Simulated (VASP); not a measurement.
A run of VASP 6.6.1 is set up as follows.

The input INCAR:

```
ALGO = Normal
EDIFF = 1E-6
ENCUT = 520
GGA = PS
ISIF = 2
ISMEAR = -1
LASPH = True
LCHARG = True
LELF = True
LREAL = False
LVHAR = True
LWAVE = False
NBANDS = 15
NELM = 80
PREC = Accurate
SIGMA = 0.03
```

The input KPOINTS:

```
k-points
0
Gamma
  15 15 12
```

The input POSCAR:

```
HfB2
1.0
    3.2015843649      0.0000000000      0.0000000000
   -1.6007921825      2.7726533923      0.0000000000
    0.0000000000      0.0000000000      3.5482526220
Hf B
1 2
Direct
    0.0000000000      0.0000000000      0.0000000000
    0.3333333333      0.6666666667      0.5000000000
    0.6666666667      0.3333333333      0.5000000000
```

Potentials or basis: VASP PAW PBE potentials, release 64 (Hf_pv, B).

Command:

```sh
$ cat potpaw_PBE.64/Hf_pv/POTCAR potpaw_PBE.64/B/POTCAR > POTCAR
$ mpirun -np 1 vasp_std > vasp.out
```

(1) What does it give for the band gap on the k mesh?

(2) Estimate the pressure.

Results:

(1) zero (band 8 reaches 7.82 eV, above the bottom of band 9 at 6.87 eV).

(2) -17.4 GPa.

Caveat: the PAW data sets were made with another functional, which shifts forces and pressure a little; spin-orbit coupling is left out, which moves the levels of the heavy elements.
